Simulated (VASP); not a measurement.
# Si16O (a cell with a defect) in VASP: single point with PBE

Aim: the single point of Si16O (a cell with a defect) with PBE.

All numbers are computed with VASP 6.6.1; they aren't measurements. Logs are shortened: lines on timing, memory, paths and dates and some standing lists are left out, and cuts for length are marked.

## 1. The cell of the first run

The cell holds a defect, 17 atoms: a = 7.679 Å, b = 7.679 Å, c = 7.679 Å, α = 60.00°, β = 60.00°, γ = 60.00°.

## 2. Single point, PBE, collinear spin, ferromagnetic start

File INCAR:

```
SYSTEM = Si16O
  ALGO = Normal
  EDIFF = 1E-6
  ENCUT = 520
  GGA = PE
  ISIF = 2
  ISMEAR = 0
  ISPIN = 2
  LASPH = .TRUE.
  LCHARG = .FALSE.
  LORBIT = 11
  LREAL = Auto
  LWAVE = .FALSE.
  MAGMOM = 0 0 0 0 0 0 0 0 0 0 0 0 0 0 0 0 1
  NBANDS = 53
  NELM = 150
  PREC = Accurate
  SIGMA = 0.05
```

File KPOINTS:

```
k-points
0
G
  2 2 2
  0 0 0
```

File POSCAR:

```
Si16O
1.0
    0.0000000000      5.4300000000      5.4300000000
    5.4300000000      0.0000000000      5.4300000000
    5.4300000000      5.4300000000      0.0000000000
Si O
16 1
Direct
    0.0038345091     -0.0003596108      0.0006637647
    0.1161170224      0.1774107802      0.0857823565
   -0.0125739452      0.0470706085      0.4567038183
    0.1443533682      0.0738689064      0.6291845933
   -0.0172027862      0.5488505693     -0.0268202083
    0.1231756449      0.6239750631      0.1290923942
    0.0108357358      0.4453988855      0.5039937468
    0.1370405431      0.5775586364      0.6167103739
    0.4893399943      0.0158291560     -0.0029254717
    0.6289323756      0.1251551108      0.1221526968
    0.5179335090     -0.0153327705      0.4964025987
    0.6218704628      0.1295488187      0.6235287305
    0.4979591033      0.4996629536      0.0005710185
    0.6091604931      0.6403525335      0.1228498073
    0.5020784598      0.4990217820      0.4988772149
    0.6376838065      0.6091333367      0.6265711905
    0.0585427034      0.8122694406      0.4379334752
```

Potentials or basis: VASP PAW PBE potentials, release 64 (Si, O).

Started as:

```sh
$ cat potpaw_PBE.64/Si/POTCAR potpaw_PBE.64/O/POTCAR > POTCAR
$ mpirun -np 1 vasp_std > vasp.out
```

OUTCAR:

```text
SYSTEM = Si16O
   EDIFF = 1E-6
   ENCUT = 520
   GGA = PE
   ISIF = 2
   ISMEAR = 0
   ISPIN = 2
   LASPH = .TRUE.
   LORBIT = 11
   LREAL = Auto
   NELM = 150
   PREC = Accurate

 ion  position               nearest neighbor table
   1  0.004  1.000  0.001-  10 2.35   4 2.35   6 2.36   2 2.38
   2  0.116  0.177  0.086-   3 2.33   5 2.33   9 2.36   1 2.38
   3  0.987  0.047  0.457-  17 1.66  12 2.32   4 2.32   2 2.33   8 2.94
   4  0.144  0.074  0.629-   3 2.32   7 2.33   1 2.35  11 2.36
   5  0.983  0.549  0.973-   8 2.32   2 2.33   6 2.35  14 2.35
   6  0.123  0.624  0.129-  13 2.35   5 2.35   1 2.36   7 2.38
   7  0.011  0.445  0.504-   8 2.33   4 2.33  16 2.36   6 2.38
   8  0.137  0.578  0.617-  17 1.66  15 2.31   5 2.32   7 2.33   3 2.94
   9  0.489  0.016  0.997-  12 2.34  10 2.35  14 2.35   2 2.36
  10  0.629  0.125  0.122-   9 2.35  13 2.35  11 2.35   1 2.35
  11  0.518  0.985  0.496-  10 2.35  16 2.35   4 2.36  12 2.36
  12  0.622  0.130  0.624-   3 2.32  15 2.32   9 2.34  11 2.36
  13  0.498  0.500  0.001-  16 2.35  10 2.35  14 2.35   6 2.35
  14  0.609  0.640  0.123-  13 2.35   5 2.35   9 2.35  15 2.36
  15  0.502  0.499  0.499-   8 2.31  12 2.32  16 2.34  14 2.36
  16  0.638  0.609  0.627-  15 2.34  13 2.35  11 2.35   7 2.36
  17  0.059  0.812  0.438-   8 1.66   3 1.66

  LATTYP: Found a face centered cubic cell.
 ALAT       =    10.8600000000

  Lattice vectors:

 A1 = (   0.0000000000,   5.4300000000,   5.4300000000)
 A2 = (   5.4300000000,   0.0000000000,   5.4300000000)
 A3 = (   5.4300000000,   5.4300000000,   0.0000000000)

Analysis of symmetry for initial positions (statically):
=====================================================================
 Subroutine PRICEL returns:
 Original cell was already a primitive cell.

 Routine SETGRP: Setting up the symmetry group for a
 face centered cubic supercell.

 Subroutine GETGRP returns: Found  1 space group operations
 (whereof  1 operations were pure point group operations)
 out of a pool of 48 trial point group operations.

The static configuration has the point symmetry C_1 .

Analysis of symmetry for dynamics (positions and initial velocities):
=====================================================================
 Subroutine PRICEL returns:
 Original cell was already a primitive cell.

 Routine SETGRP: Setting up the symmetry group for a
 face centered cubic supercell.

 Subroutine GETGRP returns: Found  1 space group operations
 (whereof  1 operations were pure point group operations)
 out of a pool of 48 trial point group operations.

The dynamic configuration has the point symmetry C_1 .

Analysis of structural, dynamic, and magnetic symmetry:
=====================================================================
 Subroutine PRICEL returns:
 Original cell was already a primitive cell.

 Routine SETGRP: Setting up the symmetry group for a
 face centered cubic supercell.

 Subroutine GETGRP returns: Found  1 space group operations
 (whereof  1 operations were pure point group operations)
 out of a pool of 48 trial point group operations.

The overall configuration has the point symmetry C_1 .

 Subroutine INISYM returns: Found  1 space group operations
 (whereof  1 operations are pure point group operations),
 and found     1 'primitive' translations

----------------------------------------------------------------------------------------

                                     Primitive cell

  volume of cell :     320.2060

  direct lattice vectors                    reciprocal lattice vectors
     0.000000000  5.430000000  5.430000000    -0.092081031  0.092081031  0.092081031
     5.430000000  0.000000000  5.430000000     0.092081031 -0.092081031  0.092081031
     5.430000000  5.430000000  0.000000000     0.092081031  0.092081031 -0.092081031

  length of vectors
     7.679179644  7.679179644  7.679179644     0.159489025  0.159489025  0.159489025

  position of ions in fractional coordinates (direct lattice)
     0.003834509  0.999640389  0.000663765
     0.116117022  0.177410780  0.085782356
     0.987426055  0.047070609  0.456703818
     0.144353368  0.073868906  0.629184593
     0.982797214  0.548850569  0.973179792
     0.123175645  0.623975063  0.129092394
[... 73 lines left out ...]
   ions per type =              16   1
   NGX,Y,Z   is equivalent  to a cutoff of  12.99, 12.99, 12.99 a.u.
   NGXF,Y,Z  is equivalent  to a cutoff of  25.98, 25.98, 25.98 a.u.
 SYSTEM =  Si16O
   PREC   = accura    normal or accurate (medium, high low for compatibility)
   ISTART =      0    job   : 0-new  1-cont  2-samecut
   ICHARG =      2    charge: 1-file 2-atom 10-const
   ISPIN  =      2    spin polarized calculation?
   LNONCOLLINEAR =      F non collinear calculations
   LSORBIT =      F    spin-orbit coupling
   LASPH  =      T    aspherical Exc in radial PAW
   ENCUT  =  520.0 eV  38.22 Ry    6.18 a.u.  14.28 14.28 14.28*2*pi/ulx,y,z
   NELM   =    150;   NELMIN=  2; NELMDL= -5     # of ELM steps
   EDIFF  = 0.1E-05   stopping-criterion for ELM
   LREAL  =      T    real-space projection
   EDIFFG = 0.1E-04   stopping-criterion for IOM
   NSW    =      0    number of steps for IOM
   IBRION =     -1    ionic relax: 0-MD 1-quasi-New 2-CG
   NFREE  =      0    steps in history (QN), initial steepest desc. (CG)
   ISIF   =      2    stress and relaxation
   ISYM   =      2    0-nonsym 1-usesym 2-fastsym
   POTIM  = 0.5000    time-step for ionic-motion
   TEBEG  =    0.0;   TEEND  =   0.0 temperature during run
   PSTRESS=    0.0 pullay stress
   NELECT =      70.0000    total number of electrons
   NUPDOWN=      -1.0000    fix difference up-down
   EMIN   =  10.00;   EMAX   =-10.00  energy-range for DOS
   EFERMI =   0.00;   METHOD = LEGACY
   ISMEAR =     0;   SIGMA  =   0.05  broadening in eV -4-tet -1-fermi 0-gaus
   EFERMI_NEDOS =   21; number of points for ismear=-14 and -15
   IALGO  =     38    algorithm
   IMIX   =      4    mixing-type and parameters
     AMIX     =   0.40;   BMIX     =  1.00
     AMIX_MAG =   1.60;   BMIX_MAG =  1.00
  volume/ion in A,a.u.               =      18.84       127.11
  Fermi-wavevector in a.u.,A,eV,Ry     =   0.986199  1.863645 13.232857  0.972588
  Thomas-Fermi vector in A             =   2.117562
   LORBIT       =     11    0 simple, 1 ext, 2 COOP (PROOUT), +10 PAW based schemes
   GGA     = PE    functional components
   LHFCALC =     F    Hartree Fock is set to
   AEXX    =    0.0000 exact exchange contribution
   IVDW    =     0    specifies the selected vdW correction
   LEPSILON=     F    determine dielectric tensor
   LRPA    =     F    only Hartree local field effects (RPA)
 spin polarized calculation
 Gauss-broadening in eV      SIGMA  =   0.05
  energy-cutoff  :      520.00
  volume of cell :      320.21
 maximum number of plane-waves:      8646
 NGX is ok and might be reduce to    60
   NGX = 29   NGY = 29   NGZ = 29

 number of electron      70.0000000 magnetization      -0.0000931

 number of electron      70.0000000 magnetization       0.0000402

 Free energy of the ion-electron system (eV)
  ---------------------------------------------------
  ext. energy  EPLUGINS =         0.00000000
  ---------------------------------------------------
  free energy    TOTEN  =       -92.69546703 eV

  energy without entropy =      -92.69546703  energy(sigma->0) =      -92.69546703

 E-fermi :   6.1286     XC(G=0):  -9.5321

 val. band max:        5.8819972415   @ k =   0.0000   0.0000   0.0000
 cond. band min:       6.3725632420   @ k =   0.0000   0.0000   0.0000
 fundamental gap:      0.4905660005
 Fermi energy:         6.1285823104

 spin component 1

 k-point     1 :       0.0000    0.0000    0.0000
  band No.  band energies     occupation
      1     -14.4472      1.00000
      2      -5.8123      1.00000
      3      -4.3899      1.00000
      4      -3.6894      1.00000
      5      -3.6676      1.00000
      6      -3.3249      1.00000
[... 389 lines left out ...]
     46      10.1937      0.00000
     47      10.4747      0.00000
 Fermi energy:         6.1285823104

 spin component 2

 k-point     1 :       0.0000    0.0000    0.0000
  band No.  band energies     occupation
      1     -14.4473      1.00000
      2      -5.8123      1.00000
      3      -4.3900      1.00000
      4      -3.6894      1.00000
      5      -3.6676      1.00000
      6      -3.3248      1.00000
[... 389 lines left out ...]
     46      10.1937      0.00000
     47      10.4747      0.00000
 [bands above 47 left out]

------------------------ aborting loop because EDIFF is reached ----------------------------------------

  FORCE on cell =-STRESS in cart. coord.  units (eV):
  Direction    XX          YY          ZZ          XY          YZ          ZX
  --------------------------------------------------------------------------------------
  -------------------------------------------------------------------------------------
  Total        8.5269611      8.5008110      9.1330402     -3.0034203     -2.3711843      2.2883842
  in kB       42.6653565     42.5345122     45.6979237    -15.0278625    -11.8644172     11.4501199
  external PRESSURE =      43.6325975 kB  Pullay stress =       0.0000000 kB

 VOLUME and BASIS-vectors are now :
 -----------------------------------------------------------------------------
  energy-cutoff  :      520.00
  volume of cell :      320.21
      direct lattice vectors                 reciprocal lattice vectors
     0.000000000  5.430000000  5.430000000    -0.092081031  0.092081031  0.092081031
     5.430000000  0.000000000  5.430000000     0.092081031 -0.092081031  0.092081031
     5.430000000  5.430000000  0.000000000     0.092081031  0.092081031 -0.092081031

 POSITION                                       TOTAL-FORCE (eV/Angst)
 -----------------------------------------------------------------------------------
      5.43165      0.02443      5.44887         0.007911     -0.003653      0.002482
      1.42914      1.09631      1.59386        -0.002774      0.005544      0.008855
      2.73550      7.84163      5.61732         0.055788     -0.024455      0.046218
      3.81758      4.20031      1.18495         0.001082      0.008180     -0.000849
      8.26462     10.62096      8.31685         0.001457      0.005332     -0.008542
      4.08916      1.36982      4.05703         0.001001      0.002912     -0.000805
[... 9 lines left out ...]
      6.70988      6.86490      6.77022        -0.006699     -0.008558      0.002935
      6.78860      2.69587      4.72851        -0.036608     -0.048054      0.011303
 -----------------------------------------------------------------------------------
    total drift:                               -0.000521      0.007256     -0.002731

  FREE ENERGIE OF THE ION-ELECTRON SYSTEM (eV)
  ---------------------------------------------------
  free  energy   TOTEN  =       -92.6954670282 eV

  energy  without entropy=      -92.6954670282  energy(sigma->0) =      -92.69546703

 total charge

# of ion       s       p       d       tot
------------------------------------------
    1        0.744   0.937   0.000   1.681
    2        0.749   0.956   0.000   1.705
    3        0.742   0.946   0.000   1.688
    4        0.745   0.969   0.000   1.714
    5        0.745   0.970   0.000   1.715
    6        0.744   0.938   0.000   1.682
[... 9 lines left out ...]
   16        0.739   0.953   0.000   1.693
   17        1.576   3.599   0.000   5.175
--------------------------------------------------
tot         13.461  18.896   0.000  32.357

 magnetization (x)

# of ion       s       p       d       tot
------------------------------------------
    1        0.000  -0.000   0.000  -0.000
    2        0.000   0.000   0.000   0.000
    3        0.000   0.000   0.000   0.000
    4       -0.000  -0.000   0.000  -0.000
    5       -0.000  -0.000   0.000  -0.000
    6        0.000  -0.000   0.000  -0.000
[... 9 lines left out ...]
   16       -0.000  -0.000   0.000  -0.000
   17       -0.000  -0.000   0.000  -0.000
--------------------------------------------------
tot         -0.000  -0.000   0.000  -0.000
```

Run time: 10 min. Hardware: 1 thread of AMD EPYC 9R45 (Zen 5), shared host; peak memory 0.67 GiB.

Results:

* Free energy: -92.6955 eV
* Pressure: 4.4 GPa
* Largest force: 0.076 eV/Å
* Band gap on the k mesh: 0.49 eV
* Net moment: 0.00 μB per cell
* Valence electrons inside the program's atomic spheres: Si 1.68, 1.71, 1.69, 1.72, 1.70; O 5.17

Forces on the atoms (eV/Å):
```
Si   0.008 -0.004  0.002
Si  -0.003  0.006  0.009
Si   0.056 -0.024  0.046
Si   0.001  0.008 -0.001
Si   0.001  0.005 -0.009
Si   0.001  0.003 -0.001
Si   0.005  0.001 -0.013
Si  -0.027  0.058 -0.039
Si  -0.001 -0.008 -0.001
Si   0.003  0.007 -0.003
Si   0.004 -0.003 -0.006
Si   0.001  0.000  0.005
Si  -0.005  0.007  0.002
Si   0.006 -0.004 -0.002
Si  -0.008  0.004 -0.006
Si  -0.007 -0.009  0.003
O   -0.037 -0.048  0.011
```

Levels at points of the mesh, in eV from the valence-band top:
Spin up:
```tsv
k point	band 33	band 34	band 35	band 36	band 37	band 38
(0.00, 0.00, 0.00)	-0.32	-0.06	0.00	0.49	0.79	0.82
(0.50, 0.00, 0.00)	-0.76	-0.63	-0.56	1.21	1.47	1.61
(0.00, 0.50, 0.00)	-0.67	-0.66	-0.06	1.15	1.46	1.54
(0.00, 0.00, 0.50)	-0.79	-0.61	-0.55	1.32	1.43	1.60
(0.50, 0.50, 0.50)	-0.80	-0.62	-0.54	1.32	1.43	1.59
(0.50, 0.50, 0.00)	-1.33	-1.02	-0.94	1.42	1.48	2.31
(0.00, 0.50, 0.50)	-1.26	-1.18	-0.52	1.28	1.47	2.33
(0.50, 0.00, 0.50)	-1.27	-1.18	-0.47	1.27	1.47	2.33
```
Spin down:
| k point | band 32 | band 33 | band 34 | band 35 | band 36 | band 37 | band 38 | band 39 |
| --- | --- | --- | --- | --- | --- | --- | --- | --- |
| (0.00, 0.00, 0.00) | -0.92 | -0.32 | -0.06 | 0.00 | 0.49 | 0.79 | 0.82 | 0.99 |
| (0.50, 0.00, 0.00) | -1.22 | -0.76 | -0.63 | -0.56 | 1.21 | 1.47 | 1.61 | 1.67 |
| (0.00, 0.50, 0.00) | -0.75 | -0.67 | -0.66 | -0.06 | 1.15 | 1.46 | 1.54 | 1.56 |
| (0.00, 0.00, 0.50) | -1.22 | -0.79 | -0.61 | -0.55 | 1.32 | 1.43 | 1.60 | 1.71 |
| (0.50, 0.50, 0.50) | -1.21 | -0.80 | -0.62 | -0.54 | 1.32 | 1.43 | 1.59 | 1.71 |
| (0.50, 0.50, 0.00) | -1.36 | -1.33 | -1.02 | -0.94 | 1.42 | 1.48 | 2.31 | 2.41 |
| (0.00, 0.50, 0.50) | -1.43 | -1.26 | -1.18 | -0.52 | 1.28 | 1.47 | 2.33 | 2.41 |
| (0.50, 0.00, 0.50) | -1.43 | -1.27 | -1.18 | -0.47 | 1.27 | 1.47 | 2.33 | 2.40 |

Caveat: the k points lie up to 0.50 Å⁻¹ apart.
